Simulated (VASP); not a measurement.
# SrO (Fm-3m) in VASP: a series of runs

Runs on SrO. Level: r2SCAN. Tasks: single point.

Everything below comes from runs of VASP 6.6.1. Logs are shortened: lines on timing, memory, paths and dates and some standing lists are left out, and cuts for length are marked.

### 1 The cell of the first run

The structure is cubic, space group Fm-3m (No. 225). The conventional cell has a = 5.160 Å, b = 5.160 Å, c = 5.160 Å, α = 90.00°, β = 90.00°, γ = 90.00°. Sr (site symmetry m-3m) has 6 O at 2.58 Å within 3.4 Å. O (site symmetry m-3m) has 6 Sr at 2.58 Å within 3.4 Å.

### 2 Single point, r2SCAN

Contents of POSCAR:

```
SrO
1.0
    0.0000000000      2.5798927166      2.5798927166
    2.5798927166      0.0000000000      2.5798927166
    2.5798927166      2.5798927166      0.0000000000
Sr O
1 1
Direct
    0.5000000000      0.5000000000      0.5000000000
    0.0000000000      0.0000000000      0.0000000000
```

Contents of INCAR.step1:

```
PREC = Accurate
ENCUT = 520
ISMEAR = 0
SIGMA = 0.01
LREAL = False
LASPH = True
NELM = 100
NBANDS = 15
GGA = PE
ALGO = Normal
EDIFF = 1E-4
LWAVE = True
LCHARG = False
```

Contents of INCAR.step2:

```
PREC = Accurate
ENCUT = 520
EDIFF = 1E-6
ISMEAR = 0
SIGMA = 0.01
LREAL = False
LASPH = True
NELM = 100
ALGO = Normal
ISIF = 2
LWAVE = False
LCHARG = False
METAGGA = R2SCAN
LMIXTAU = True
NBANDS = 15
ISTART = 1
```

Contents of KPOINTS:

```
regular mesh
0
Gamma
  2 2 2
```

Potentials or basis: VASP PAW PBE potentials, release 64 (Sr_sv, O).

The run is started by

```bash
> cat potpaw_PBE.64/Sr_sv/POTCAR potpaw_PBE.64/O/POTCAR > POTCAR
> cp INCAR.step1 INCAR
> mpirun -np 1 vasp_std > vasp.out
> cp INCAR.step2 INCAR
> mpirun -np 1 vasp_std > vasp.out
```

OUTCAR:

```text
PREC = Accurate
   ENCUT = 520
   EDIFF = 1E-6
   ISMEAR = 0
   LREAL = False
   LASPH = True
   NELM = 100
   ISIF = 2
   METAGGA = R2SCAN
   ISTART = 1

 ion  position               nearest neighbor table
   1  0.500  0.500  0.500-   2 2.58   2 2.58   2 2.58   2 2.58   2 2.58   2 2.58
   2  0.000  0.000  0.000-   1 2.58   1 2.58   1 2.58   1 2.58   1 2.58   1 2.58

  LATTYP: Found a face centered cubic cell.
 ALAT       =     5.1597854332

  Lattice vectors:

 A1 = (   0.0000000000,   2.5798927166,   2.5798927166)
 A2 = (   2.5798927166,   0.0000000000,   2.5798927166)
 A3 = (   2.5798927166,   2.5798927166,   0.0000000000)

Analysis of symmetry for initial positions (statically):
=====================================================================
 Subroutine PRICEL returns:
 Original cell was already a primitive cell.

 Routine SETGRP: Setting up the symmetry group for a
 face centered cubic supercell.

 Subroutine GETGRP returns: Found 48 space group operations
[... 9 lines left out ...]

 Routine SETGRP: Setting up the symmetry group for a
 face centered cubic supercell.

 Subroutine GETGRP returns: Found 48 space group operations
[... 11 lines left out ...]
                                     Primitive cell

  volume of cell :      34.3427

  direct lattice vectors                    reciprocal lattice vectors
     0.000000000  2.579892717  2.579892717    -0.193806509  0.193806509  0.193806509
     2.579892717  0.000000000  2.579892717     0.193806509 -0.193806509  0.193806509
     2.579892717  2.579892717  0.000000000     0.193806509  0.193806509 -0.193806509

  length of vectors
     3.648519269  3.648519269  3.648519269     0.335682720  0.335682720  0.335682720

  position of ions in fractional coordinates (direct lattice)
     0.500000000  0.500000000  0.500000000
     0.000000000  0.000000000  0.000000000

  ion indices of the primitive-cell ions
   primitive index   ion index
                 1           1
                 2           2

----------------------------------------------------------------------------------------

 KPOINTS: regular mesh

Automatic generation of k-mesh.
 Grid dimensions read from file:
 generate k-points for:    2    2    2

 Generating k-lattice:

  Cartesian coordinates                     Fractional coordinates (reciprocal lattice)
    -0.096903254  0.096903254  0.096903254     0.500000000  0.000000000  0.000000000
     0.096903254 -0.096903254  0.096903254     0.000000000  0.500000000  0.000000000
     0.096903254  0.096903254 -0.096903254     0.000000000  0.000000000  0.500000000

  Length of vectors
     0.167841360  0.167841360  0.167841360

  Shift w.r.t. Gamma in fractional coordinates (k-lattice)
     0.000000000  0.000000000  0.000000000

 Subroutine IBZKPT returns following result:
 ===========================================

 Found      3 irreducible k-points:

 Following reciprocal coordinates:
            Coordinates               Weight
  0.000000  0.000000  0.000000      1.000000
  0.500000  0.000000  0.000000      4.000000
  0.500000  0.500000  0.000000      3.000000
   k-points           NKPTS =      3   k-points in BZ     NKDIM =      3   number of bands    NBANDS=     15
   number of dos      NEDOS =    301   number of ions     NIONS =      2
   total plane-waves  NPLWV =  21952
   dimension x,y,z NGX =    28 NGY =   28 NGZ =   28
   dimension x,y,z NGXF=    56 NGYF=   56 NGZF=   56
   ions per type =               1   1
   NGX,Y,Z   is equivalent  to a cutoff of  12.76, 12.76, 12.76 a.u.
   NGXF,Y,Z  is equivalent  to a cutoff of  25.52, 25.52, 25.52 a.u.
 SYSTEM =  unknown system
   PREC   = accura    normal or accurate (medium, high low for compatibility)
   ISTART =      1    job   : 0-new  1-cont  2-samecut
   ICHARG =      0    charge: 1-file 2-atom 10-const
   ISPIN  =      1    spin polarized calculation?
   LNONCOLLINEAR =      F non collinear calculations
   LSORBIT =      F    spin-orbit coupling
   LASPH  =      T    aspherical Exc in radial PAW
   ENCUT  =  520.0 eV  38.22 Ry    6.18 a.u.   6.78  6.78  6.78*2*pi/ulx,y,z
   NELM   =    100;   NELMIN=  2; NELMDL=  0     # of ELM steps
   EDIFF  = 0.1E-05   stopping-criterion for ELM
   LREAL  =      F    real-space projection
   EDIFFG = 0.1E-04   stopping-criterion for IOM
   NSW    =      0    number of steps for IOM
   IBRION =     -1    ionic relax: 0-MD 1-quasi-New 2-CG
   NFREE  =      0    steps in history (QN), initial steepest desc. (CG)
   ISIF   =      2    stress and relaxation
   ISYM   =      2    0-nonsym 1-usesym 2-fastsym
   POTIM  = 0.5000    time-step for ionic-motion
   TEBEG  =    0.0;   TEEND  =   0.0 temperature during run
   PSTRESS=    0.0 pullay stress
   NELECT =      16.0000    total number of electrons
   NUPDOWN=      -1.0000    fix difference up-down
   EMIN   =  10.00;   EMAX   =-10.00  energy-range for DOS
   EFERMI =   0.00;   METHOD = LEGACY
   ISMEAR =     0;   SIGMA  =   0.01  broadening in eV -4-tet -1-fermi 0-gaus
   EFERMI_NEDOS =   21; number of points for ismear=-14 and -15
   IALGO  =     38    algorithm
   IMIX   =      4    mixing-type and parameters
     AMIX     =   0.40;   BMIX     =  1.00
     AMIX_MAG =   1.60;   BMIX_MAG =  1.00
  volume/ion in A,a.u.               =      17.17       115.88
  Fermi-wavevector in a.u.,A,eV,Ry     =   1.269121  2.398292 21.914485  1.610669
  Thomas-Fermi vector in A             =   2.402180
   LORBIT       =      0    0 simple, 1 ext, 2 COOP (PROOUT), +10 PAW based schemes
   METAGGA = R2SCAN    functional components
   LHFCALC =     F    Hartree Fock is set to
   AEXX    =    0.0000 exact exchange contribution
   IVDW    =     0    specifies the selected vdW correction
   LEPSILON=     F    determine dielectric tensor
   LRPA    =     F    only Hartree local field effects (RPA)
 non-spin polarized calculation
 Gauss-broadening in eV      SIGMA  =   0.01
  energy-cutoff  :      520.00
  volume of cell :       34.34
 maximum number of plane-waves:       941
 NGX is ok and might be reduce to    28
   NGX = 13   NGY = 13   NGZ = 13

 number of electron      15.9999998 magnetization

 Free energy of the ion-electron system (eV)
  ---------------------------------------------------
  ext. energy  EPLUGINS =         0.00000000
  ---------------------------------------------------
  free energy    TOTEN  =       -26.87703475 eV

  energy without entropy =      -26.87703475  energy(sigma->0) =      -26.87703475

 E-fermi :   1.5861     XC(G=0): -10.5123

 val. band max:        1.4912721071   @ k =   0.0000   0.0000   0.0000
 cond. band min:       5.0356433336   @ k =   0.5000   0.5000   0.0000
 fundamental gap:      3.5443712265
 Fermi energy:         1.5861497876

 k-point     1 :       0.0000    0.0000    0.0000
  band No.  band energies     occupation
      1     -32.2757      2.00000
      2     -14.5113      2.00000
      3     -13.3030      2.00000
      4     -13.3030      2.00000
      5     -13.3030      2.00000
      6       1.4913      2.00000
      7       1.4913      2.00000
      8       1.4913      2.00000
      9       5.9122      0.00000
     10       8.0342      0.00000
     11       8.0342      0.00000
     12       8.0342      0.00000
     13      10.3328      0.00000
     14      10.3328      0.00000
     15      14.5378      0.00000

 k-point     2 :       0.5000    0.0000    0.0000
  band No.  band energies     occupation
      1     -32.1437      2.00000
      2     -15.9614      2.00000
      3     -13.3784      2.00000
      4     -13.3784      2.00000
      5     -12.1656      2.00000
      6      -0.6720      2.00000
      7       0.3513      2.00000
      8       0.3513      2.00000
      9       8.4274      0.00000
     10      10.3001      0.00000
     11      10.7173      0.00000
     12      10.7173      0.00000
     13      13.8789      0.00000
     14      13.8789      0.00000
     15      16.9481      0.00000

 k-point     3 :       0.5000    0.5000    0.0000
  band No.  band energies     occupation
      1     -32.1060      2.00000
      2     -14.4931      2.00000
      3     -14.2038      2.00000
      4     -13.6481      2.00000
      5     -13.6481      2.00000
      6       1.0094      2.00000
      7       1.3888      2.00000
      8       1.3888      2.00000
      9       5.0356      0.00000
     10       9.7560      0.00000
     11      12.1259      0.00000
     12      12.3756      0.00000
     13      12.8796      0.00000
     14      12.8796      0.00000
     15      15.9345      0.00000

------------------------ aborting loop because EDIFF is reached ----------------------------------------

  FORCE on cell =-STRESS in cart. coord.  units (eV):
  Direction    XX          YY          ZZ          XY          YZ          ZX
  --------------------------------------------------------------------------------------
  -------------------------------------------------------------------------------------
  Total        0.2188061      0.2188061      0.2188061     -0.0000000     -0.0000000      0.0000000
  in kB       10.2078695     10.2078695     10.2078695     -0.0000000     -0.0000000      0.0000000
  external PRESSURE =      10.2078695 kB  Pullay stress =       0.0000000 kB

 VOLUME and BASIS-vectors are now :
 -----------------------------------------------------------------------------
  energy-cutoff  :      520.00
  volume of cell :       34.34
      direct lattice vectors                 reciprocal lattice vectors
     0.000000000  2.579892717  2.579892717    -0.193806509  0.193806509  0.193806509
     2.579892717  0.000000000  2.579892717     0.193806509 -0.193806509  0.193806509
     2.579892717  2.579892717  0.000000000     0.193806509  0.193806509 -0.193806509

 POSITION                                       TOTAL-FORCE (eV/Angst)
 -----------------------------------------------------------------------------------
      2.57989      2.57989      2.57989         0.000000      0.000000      0.000000
      0.00000      0.00000      0.00000        -0.000000     -0.000000     -0.000000
 -----------------------------------------------------------------------------------
    total drift:                                0.000000      0.000000      0.000000

  FREE ENERGIE OF THE ION-ELECTRON SYSTEM (eV)
  ---------------------------------------------------
  free  energy   TOTEN  =       -26.8770347526 eV

  energy  without entropy=      -26.8770347526  energy(sigma->0) =      -26.87703475
```

Wall time 13 s (1 thread of AMD EPYC 9R45 (Zen 5), shared host); peak memory 0.13 GiB.

What came out:

| Item | Value |
| --- | --- |
| Free energy | -26.8770 eV |
| Pressure | 1.0 GPa |
| Band gap on the k mesh | 3.54 eV, indirect (least direct gap 3.65 eV) |

Caveat: the k points lie up to 1.05 Å⁻¹ apart; the PAW data sets were made with another functional, which shifts forces and pressure a little.

### 3 Single point, r2SCAN

POSCAR is that of step 2.

Contents of INCAR.step1:

```
SYSTEM = SrO
PREC     = Accurate       ! precision mode
ENCUT    = 520            ! plane-wave cutoff, eV
ISMEAR   = 0              ! smearing method
SIGMA    = 0.01           ! smearing width, eV
LREAL    = .False.        ! projectors in reciprocal space
LASPH    = .True.         ! aspherical terms in the spheres
NELM     = 100            ! most SCF steps
NBANDS   = 15             ! bands
GGA      = PE             ! functional
ALGO     = Normal         ! electronic algorithm
EDIFF    = 1E-4           ! SCF threshold, eV
LWAVE    = .True.         ! write WAVECAR
LCHARG   = .False.        ! write CHGCAR
```

Contents of INCAR.step2:

```
SYSTEM = SrO
PREC     = Accurate       ! precision mode
ENCUT    = 520            ! plane-wave cutoff, eV
EDIFF    = 1E-6           ! SCF threshold, eV
ISMEAR   = 0              ! smearing method
SIGMA    = 0.01           ! smearing width, eV
LREAL    = .False.        ! projectors in reciprocal space
LASPH    = .True.         ! aspherical terms in the spheres
NELM     = 100            ! most SCF steps
ALGO     = Normal         ! electronic algorithm
ISIF     = 2              ! what is computed and relaxed
LWAVE    = .False.        ! write WAVECAR
LCHARG   = .True.         ! write CHGCAR
METAGGA  = R2SCAN         ! meta-GGA
LMIXTAU  = .True.       
LELF     = .True.         ! ELF
LVHAR    = .True.       
NBANDS   = 15             ! bands
ISTART   = 1
```

Contents of KPOINTS:

```
Automatic mesh
0
Gamma
  6 6 6
  0 0 0
```

Potentials or basis: VASP PAW PBE potentials, release 64 (Sr_sv, O).

The run is started by

```bash
> cat potpaw_PBE.64/Sr_sv/POTCAR potpaw_PBE.64/O/POTCAR > POTCAR
> cp INCAR.step1 INCAR
> mpirun -np 1 vasp_std > vasp.out
> cp INCAR.step2 INCAR
> mpirun -np 1 vasp_std > vasp.out
```

It took 31 s on 1 thread of AMD EPYC 9R45 (Zen 5), shared host; peak memory 0.13 GiB.

The run converged. Its results:

```
Free energy            : -27.0556 eV
Pressure               : 0.5 GPa
Band gap on the k mesh : 3.75 eV, indirect (least direct gap 3.84 eV)
```

Levels at points of the mesh, in eV from the valence-band top:
```tsv
k point	band 4	band 5	band 6	band 7	band 8	band 9	band 10	band 11	band 12	band 13
(0.00, 0.00, 0.00)	-14.54	-14.54	0.00	0.00	0.00	4.58	6.75	6.75	6.75	9.05
(0.50, 0.00, 0.00)	-14.62	-13.53	-2.10	-1.11	-1.11	7.07	8.99	9.42	9.42	12.58
(0.50, 0.50, 0.00)	-14.89	-14.89	-0.45	-0.09	-0.09	3.75	8.44	10.85	11.02	11.63
```

Caveat: the PAW data sets were made with another functional, which shifts forces and pressure a little. A k mesh can miss the band edges.
